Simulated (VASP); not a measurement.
# FH in VASP: single point with PBE+D3(BJ)

Aim: the single point of FH with PBE+D3(BJ).

All numbers are computed with VASP 6.6.1; they aren't measurements. Logs are shortened: lines on timing, memory, paths and dates and some standing lists are left out, and cuts for length are marked.

### Step 1. The cell of the first run

The cell holds a molecule in a box, 2 atoms: a = 15.000 Å, b = 15.500 Å, c = 16.000 Å, α = 90.00°, β = 90.00°, γ = 90.00°.

### Step 2. Single point, PBE+D3(BJ)

File INCAR:

```
PREC = Accurate
ENCUT = 1010
EDIFF = 1E-6
ISMEAR = 0
SIGMA = 0.005
LREAL = F
LASPH = T
NELM = 120
ALGO = Normal
ISIF = 2
LWAVE = F
LCHARG = T
GGA = PE
IVDW = 12
LELF = T
LVHAR = T
ISYM = 0
NBANDS = 11
GGA_COMPAT = F
NELMDL = -8
```

File KPOINTS:

```
regular mesh
0
Gamma
  1 1 1
```

File POSCAR:

```
HF
1.0
   15.0000000000      0.0000000000      0.0000000000
    0.0000000000     15.5000000000      0.0000000000
    0.0000000000      0.0000000000     16.0000000000
F H
1 1
Direct
    0.4750269251      0.4989741939      0.4826943906
    0.5249730749      0.5010258061      0.5173056094
```

Potentials or basis: VASP PAW PBE potentials, release 64 (F_h, H_h).

Launch:

```sh
$ cat potpaw_PBE.64/F_h/POTCAR potpaw_PBE.64/H_h/POTCAR > POTCAR
$ mpirun -np 1 vasp_gam > vasp.out
```

OUTCAR:

```text
PREC = Accurate
   ENCUT = 1010
   EDIFF = 1E-6
   ISMEAR = 0
   LREAL = F
   LASPH = T
   NELM = 120
   ISIF = 2
   GGA = PE
   IVDW = 12
   ISYM = 0
   NELMDL = -8
 IVDW          = 12

 ion  position               nearest neighbor table
   1  0.475  0.499  0.483-   2 0.93
   2  0.525  0.501  0.517-   1 0.93

IMPORTANT INFORMATION: All symmetrisations will be switched off!
NOSYMM: (Re-)initialisation of all symmetry stuff for point group C_1.

----------------------------------------------------------------------------------------

                                     Primitive cell

  volume of cell :    3720.0000

  direct lattice vectors                    reciprocal lattice vectors
    15.000000000  0.000000000  0.000000000     0.066666667  0.000000000  0.000000000
     0.000000000 15.500000000  0.000000000     0.000000000  0.064516129  0.000000000
     0.000000000  0.000000000 16.000000000     0.000000000  0.000000000  0.062500000

  length of vectors
    15.000000000 15.500000000 16.000000000     0.066666667  0.064516129  0.062500000

  position of ions in fractional coordinates (direct lattice)
     0.475026925  0.498974194  0.482694391
     0.524973075  0.501025806  0.517305609

  ion indices of the primitive-cell ions
   primitive index   ion index
                 1           1
                 2           2

----------------------------------------------------------------------------------------

 KPOINTS: regular mesh

Automatic generation of k-mesh.
 Grid dimensions read from file:
 generate k-points for:    1    1    1

 Generating k-lattice:

  Cartesian coordinates                     Fractional coordinates (reciprocal lattice)
     0.066666667  0.000000000  0.000000000     1.000000000  0.000000000  0.000000000
     0.000000000  0.064516129  0.000000000     0.000000000  1.000000000  0.000000000
     0.000000000  0.000000000  0.062500000     0.000000000  0.000000000  1.000000000

  Length of vectors
     0.066666667  0.064516129  0.062500000

  Shift w.r.t. Gamma in fractional coordinates (k-lattice)
     0.000000000  0.000000000  0.000000000

 Subroutine IBZKPT returns following result:
 ===========================================

 Found      1 irreducible k-points:

 Following reciprocal coordinates:
            Coordinates               Weight
  0.000000  0.000000  0.000000      1.000000
   k-points           NKPTS =      1   k-points in BZ     NKDIM =      1   number of bands    NBANDS=     11
   number of dos      NEDOS =    301   number of ions     NIONS =      2
   total plane-waves  NPLWV = ******
   dimension x,y,z NGX =   160 NGY =  162 NGZ =  168
   dimension x,y,z NGXF=   320 NGYF=  324 NGZF=  336
   ions per type =               1   1
   NGX,Y,Z   is equivalent  to a cutoff of  17.73, 17.38, 17.46 a.u.
   NGXF,Y,Z  is equivalent  to a cutoff of  35.47, 34.75, 34.91 a.u.
 SYSTEM =  unknown system
   PREC   = accura    normal or accurate (medium, high low for compatibility)
   ISTART =      0    job   : 0-new  1-cont  2-samecut
   ICHARG =      2    charge: 1-file 2-atom 10-const
   ISPIN  =      1    spin polarized calculation?
   LNONCOLLINEAR =      F non collinear calculations
   LSORBIT =      F    spin-orbit coupling
   LASPH  =      T    aspherical Exc in radial PAW
   ENCUT  = 1010.0 eV  74.23 Ry    8.62 a.u.  38.87 40.17 41.46*2*pi/ulx,y,z
   NELM   =    120;   NELMIN=  2; NELMDL= -8     # of ELM steps
   EDIFF  = 0.1E-05   stopping-criterion for ELM
   LREAL  =      F    real-space projection
   EDIFFG = 0.1E-04   stopping-criterion for IOM
   NSW    =      0    number of steps for IOM
   IBRION =     -1    ionic relax: 0-MD 1-quasi-New 2-CG
   NFREE  =      0    steps in history (QN), initial steepest desc. (CG)
   ISIF   =      2    stress and relaxation
   ISYM   =      0    0-nonsym 1-usesym 2-fastsym
   POTIM  = 0.5000    time-step for ionic-motion
   TEBEG  =    0.0;   TEEND  =   0.0 temperature during run
   PSTRESS=    0.0 pullay stress
   NELECT =       8.0000    total number of electrons
   NUPDOWN=      -1.0000    fix difference up-down
   EMIN   =  10.00;   EMAX   =-10.00  energy-range for DOS
   EFERMI =   0.00;   METHOD = LEGACY
   ISMEAR =     0;   SIGMA  =   0.01  broadening in eV -4-tet -1-fermi 0-gaus
   EFERMI_NEDOS =   21; number of points for ismear=-14 and -15
   IALGO  =     38    algorithm
   IMIX   =      4    mixing-type and parameters
     AMIX     =   0.40;   BMIX     =  1.00
     AMIX_MAG =   1.60;   BMIX_MAG =  1.00
  volume/ion in A,a.u.               =    1860.00     12551.90
  Fermi-wavevector in a.u.,A,eV,Ry     =   0.211312  0.399321  0.607537  0.044653
  Thomas-Fermi vector in A             =   0.980203
   LORBIT       =      0    0 simple, 1 ext, 2 COOP (PROOUT), +10 PAW based schemes
   GGA     = PE    functional components
   LHFCALC =     F    Hartree Fock is set to
   AEXX    =    0.0000 exact exchange contribution
   IVDW    =    12    specifies the selected vdW correction
   LEPSILON=     F    determine dielectric tensor
   LRPA    =     F    only Hartree local field effects (RPA)
 non-spin polarized calculation
 Gauss-broadening in eV      SIGMA  =   0.01
  energy-cutoff  :     1010.00
  volume of cell :     3720.00
 maximum number of plane-waves:    135616
 NGX is ok and might be reduce to   160
   NGX = 77   NGY = 81   NGZ = 83

 number of electron       8.0000002 magnetization

 Free energy of the ion-electron system (eV)
  ---------------------------------------------------
  ext. energy  EPLUGINS =         0.00000000
  ---------------------------------------------------
  free energy    TOTEN  =        -7.96575533 eV

  energy without entropy =       -7.96575533  energy(sigma->0) =       -7.96575533

 E-fermi :  -9.4857     XC(G=0):  -0.1387

 val. band max:       -9.5849461122   @ k =   0.0000   0.0000   0.0000
 cond. band min:      -1.0039055170   @ k =   0.0000   0.0000   0.0000
 fundamental gap:      8.5810405952
 Fermi energy:        -9.4857296987

 k-point     1 :       0.0000    0.0000    0.0000
  band No.  band energies     occupation
      1     -29.9951      2.00000
      2     -13.3806      2.00000
      3      -9.5850      2.00000
      4      -9.5849      2.00000
      5      -1.0039      0.00000
      6       0.0671      0.00000
      7       0.5043      0.00000
      8       0.5315      0.00000
      9       0.5785      0.00000
     10       0.5886      0.00000
     11       0.6349      0.00000

------------------------ aborting loop because EDIFF is reached ----------------------------------------

 Edisp (eV)   -0.00309

 E8    (eV) :    -0.0007

  FORCE on cell =-STRESS in cart. coord.  units (eV):
  Direction    XX          YY          ZZ          XY          YZ          ZX
  --------------------------------------------------------------------------------------
  -------------------------------------------------------------------------------------
  Total      -0.04098    -0.02116    -0.03213    -0.00062    -0.00045    -0.01139
  in kB      -0.01765    -0.00911    -0.01384    -0.00027    -0.00020    -0.00490
  external pressure =       -0.01 kB  Pullay stress =        0.00 kB

 VOLUME and BASIS-vectors are now :
 -----------------------------------------------------------------------------
  energy-cutoff  :     1010.00
  volume of cell :     3720.00
      direct lattice vectors                 reciprocal lattice vectors
    15.000000000  0.000000000  0.000000000     0.066666667  0.000000000  0.000000000
     0.000000000 15.500000000  0.000000000     0.000000000  0.064516129  0.000000000
     0.000000000  0.000000000 16.000000000     0.000000000  0.000000000  0.062500000

 POSITION                                       TOTAL-FORCE (eV/Angst)
 -----------------------------------------------------------------------------------
      7.12540      7.73410      7.72311         0.020433      0.000347      0.015977
      7.87460      7.76590      8.27689        -0.020433     -0.000347     -0.015977
 -----------------------------------------------------------------------------------
    total drift:                               -0.000066     -0.001040      0.000934

  FREE ENERGIE OF THE ION-ELECTRON SYSTEM (eV)
  ---------------------------------------------------
  free  energy   TOTEN  =        -7.9688405841 eV

  energy  without entropy=       -7.9688405841  energy(sigma->0) =       -7.96884058
```

Wall time 8.8 min (1 thread of AMD EPYC 7R13 (Zen 3), shared host); peak memory 5.4 GiB.

What came out:

```yaml
Free_energy: -7.9688 eV
Largest_force: 0.026 eV/Å
Gap_between_the_frontier_levels: 8.58 eV
Dispersion_energy_per_atom: -0.002 eV
```

Forces on the atoms (eV/Å):
```
F    0.020  0.000  0.016
H   -0.020  0.000 -0.016
```

Levels at points of the mesh, in eV from the valence-band top:
```csv
k point,band 1,band 2,band 3,band 4,band 5,band 6,band 7,band 8,band 9
"(0.00, 0.00, 0.00)",-20.41,-3.80,0.00,0.00,8.58,9.65,10.09,10.12,10.16
```
